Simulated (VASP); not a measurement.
# Ca (P6_3/mmc) in VASP: further runs, part 2 of 2

VASP 6.6.1.

## Step 3: Single point, PBEsol (biaxial strain in the a-b plane: +1.5 %, then relaxed in part)

File INCAR:

```
PREC = Accurate
ENCUT = 520
EDIFF = 1E-6
ISMEAR = 0
SIGMA = 0.1
LREAL = F
LASPH = T
NELM = 80
ALGO = Normal
ISIF = 2
LWAVE = F
LCHARG = F
GGA = PS
NBANDS = 17
```

File KPOINTS:

```
Automatic mesh
0
Gamma
  12 12 8
```

File POSCAR:

```
Ca
1.0
    3.9101934234      0.0000000000      0.0000000000
   -1.9550967117      3.3863268384      0.0000000000
    0.0000000000      0.0000000000      6.3117449008
Ca
2
Direct
    0.6666666667      0.3333333333      0.7500000000
    0.3333333333      0.6666666667      0.2500000000
```

Potentials or basis: VASP PAW PBE potentials, release 64 (Ca_sv).

Started as:

```console
$ cat potpaw_PBE.64/Ca_sv/POTCAR > POTCAR
$ mpirun -np 1 vasp_std > vasp.out
```

OUTCAR:

```text
PREC = Accurate
   ENCUT = 520
   EDIFF = 1E-6
   ISMEAR = 0
   LREAL = F
   LASPH = T
   NELM = 80
   ISIF = 2
   GGA = PS

 ion  position               nearest neighbor table
   1  0.667  0.333  0.750-
   2  0.333  0.667  0.250-

  LATTYP: Found a hexagonal cell.
 ALAT       =     3.9101934234
 C/A-ratio  =     1.6141771563

  Lattice vectors:

 A1 = (   3.9101934234,   0.0000000000,   0.0000000000)
 A2 = (  -1.9550967117,   3.3863268384,   0.0000000000)
 A3 = (   0.0000000000,   0.0000000000,   6.3117449008)

Analysis of symmetry for initial positions (statically):
=====================================================================
 Subroutine PRICEL returns:
 Original cell was already a primitive cell.

 Routine SETGRP: Setting up the symmetry group for a
 hexagonal supercell.

 Subroutine GETGRP returns: Found 24 space group operations
 (whereof 12 operations were pure point group operations)
 out of a pool of 24 trial point group operations.

The static configuration has the point symmetry D_3d.
 The point group associated with its full space group is D_6h.

Analysis of symmetry for dynamics (positions and initial velocities):
=====================================================================
 Subroutine PRICEL returns:
 Original cell was already a primitive cell.

 Routine SETGRP: Setting up the symmetry group for a
 hexagonal supercell.

 Subroutine GETGRP returns: Found 24 space group operations
 (whereof 12 operations were pure point group operations)
 out of a pool of 24 trial point group operations.

The dynamic configuration has the point symmetry D_3d.
 The point group associated with its full space group is D_6h.

 Subroutine INISYM returns: Found 24 space group operations
 (whereof 12 operations are pure point group operations),
[... 105 lines left out ...]
   TEBEG  =    0.0;   TEEND  =   0.0 temperature during run
   PSTRESS=    0.0 pullay stress
   NELECT =      20.0000    total number of electrons
   NUPDOWN=      -1.0000    fix difference up-down
   EMIN   =  10.00;   EMAX   =-10.00  energy-range for DOS
   EFERMI =   0.00;   METHOD = LEGACY
   ISMEAR =     0;   SIGMA  =   0.10  broadening in eV -4-tet -1-fermi 0-gaus
   EFERMI_NEDOS =   21; number of points for ismear=-14 and -15
   IALGO  =     38    algorithm
   IMIX   =      4    mixing-type and parameters
     AMIX     =   0.40;   BMIX     =  1.00
     AMIX_MAG =   1.60;   BMIX_MAG =  1.00
  volume/ion in A,a.u.               =      41.79       282.00
  Fermi-wavevector in a.u.,A,eV,Ry     =   1.016387  1.920694 14.055411  1.033044
  Thomas-Fermi vector in A             =   2.149728
   LORBIT       =      0    0 simple, 1 ext, 2 COOP (PROOUT), +10 PAW based schemes
   GGA     = PS    functional components
   LHFCALC =     F    Hartree Fock is set to
   AEXX    =    0.0000 exact exchange contribution
   IVDW    =     0    specifies the selected vdW correction
   LEPSILON=     F    determine dielectric tensor
   LRPA    =     F    only Hartree local field effects (RPA)
 non-spin polarized calculation
 Gauss-broadening in eV      SIGMA  =   0.10
  energy-cutoff  :      520.00
  volume of cell :       83.58
 maximum number of plane-waves:      2297
 NGX is ok and might be reduce to    30
   NGX = 15   NGY = 15   NGZ = 23

 number of electron      19.9999996 magnetization

 Free energy of the ion-electron system (eV)
  ---------------------------------------------------
  ext. energy  EPLUGINS =         0.00000000
  ---------------------------------------------------
  free energy    TOTEN  =        -4.26158894 eV

  energy without entropy =       -4.25197253  energy(sigma->0) =       -4.25678074

 E-fermi :   1.9951     XC(G=0):  -7.8409

 val. band max:        1.9808446031   @ k =   0.2500   0.0833   0.0000
 cond. band min:       2.0074369090   @ k =   0.2500   0.0833   0.0000
 fundamental gap:      0.0265923058
 Fermi energy:         1.9950928583

 k-point     1 :       0.0000    0.0000    0.0000
  band No.  band energies     occupation
      1     -39.8784      2.00000
      2     -39.8630      2.00000
      3     -21.0153      2.00000
      4     -20.8934      2.00000
      5     -20.8934      2.00000
      6     -20.8718      2.00000
[... 457 lines left out ...]
      4     -20.9605      2.00000
      5     -20.9525      2.00000
      6     -20.9169      2.00000
[... 9 lines left out ...]
     16       5.3143      0.00000
     17       5.3636      0.00000

 [... further k-points ...]
[... 5 lines left out ...]
  --------------------------------------------------------------------------------------
  -------------------------------------------------------------------------------------
  Total       -0.3183684     -0.3183684      0.0042394     -0.0000000      0.0000000     -0.0000000
  in kB       -6.1032903     -6.1032903      0.0812718     -0.0000000      0.0000000     -0.0000000
  external PRESSURE =      -4.0417696 kB  Pullay stress =       0.0000000 kB

 VOLUME and BASIS-vectors are now :
 -----------------------------------------------------------------------------
  energy-cutoff  :      520.00
  volume of cell :       83.58
      direct lattice vectors                 reciprocal lattice vectors
     3.910193423  0.000000000  0.000000000     0.255741824  0.147652611  0.000000000
    -1.955096712  3.386326838  0.000000000     0.000000000  0.295305222  0.000000000
     0.000000000  0.000000000  6.311744901     0.000000000  0.000000000  0.158434794

 POSITION                                       TOTAL-FORCE (eV/Angst)
 -----------------------------------------------------------------------------------
      1.95510      1.12878      4.73381         0.000000      0.000000      0.000000
     -0.00000      2.25755      1.57794        -0.000000      0.000000     -0.000000
 -----------------------------------------------------------------------------------
    total drift:                               -0.000000      0.000000      0.000000

  FREE ENERGIE OF THE ION-ELECTRON SYSTEM (eV)
  ---------------------------------------------------
  free  energy   TOTEN  =        -4.2615889400 eV

  energy  without entropy=       -4.2519725326  energy(sigma->0) =       -4.25678074
```

OSZICAR:

```text
N       E                     dE             d eps       ncg     rms          rms(c)
DAV:   1     0.172863701143E+03    0.17286E+03   -0.10113E+04  3230   0.106E+03
DAV:   2     0.497010234867E+01   -0.16789E+03   -0.16578E+03  3639   0.316E+02
DAV:   3    -0.397567330086E+01   -0.89458E+01   -0.88779E+01  6220   0.537E+01
DAV:   4    -0.426595612152E+01   -0.29028E+00   -0.28989E+00  4167   0.103E+01
DAV:   5    -0.428004660467E+01   -0.14090E-01   -0.14082E-01  5431   0.144E+00    0.316E+00
DAV:   6    -0.426742593894E+01    0.12621E-01   -0.17803E-02  4164   0.134E+00    0.190E+00
DAV:   7    -0.426185246372E+01    0.55735E-02   -0.28694E-02  3855   0.185E+00    0.107E-01
DAV:   8    -0.426155689157E+01    0.29557E-03   -0.23761E-03  5077   0.347E-01    0.339E-02
DAV:   9    -0.426158859327E+01   -0.31702E-04   -0.18456E-04  4818   0.805E-02    0.110E-02
DAV:  10    -0.426159057754E+01   -0.19843E-05   -0.13865E-05  4221   0.320E-02    0.826E-03
DAV:  11    -0.426158877775E+01    0.17998E-05   -0.10489E-06  3605   0.114E-02    0.248E-03
DAV:  12    -0.426158894004E+01   -0.16229E-06   -0.86748E-08  2963   0.293E-03
   1 F= -.42615889E+01 E0= -.42567807E+01  d E =-.961641E-02
```

stdout:

```text
POSCAR found type information on POSCAR Ca
 POSCAR found :  1 types and       2 ions
 scaLAPACK will be used
 -----------------------------------------------------------------------------
|                                                                             |
|                                                                             |
|     You enforced a specific xc type in the INCAR file but a different       |
|     I HOPE YOU KNOW WHAT YOU ARE DOING!                                     |
|                                                                             |
 -----------------------------------------------------------------------------

 LDA part: xc-table for (Slater+PW92), standard interpolation
 POSCAR, INCAR and KPOINTS ok, starting setup
 FFT: planning ... GRIDC
 FFT: planning ... GRID_SOFT
 FFT: planning ... GRID
 WAVECAR not read
 entering main loop
```

Run time: 86 s. Hardware: 1 thread of Intel Xeon Platinum 8259CL at 2.50GHz (Skylake/Cascade Lake), shared host; peak memory 0.27 GiB.

Results:

```
Free energy            : -4.2616 eV
Pressure               : -0.4 GPa
Band gap on the k mesh : zero (bands 10 and 11 overlap by 0.47 eV)
```

Stress tensor (GPa, compression positive):
```
-0.61  0.00  0.00
 0.00 -0.61  0.00
 0.00  0.00  0.01
```

Caveat: the cell differs from its parent crystal (biaxial strain in the a-b plane: +1.5 %, then relaxed in part); the PAW data sets were made with another functional, which shifts forces and pressure a little.
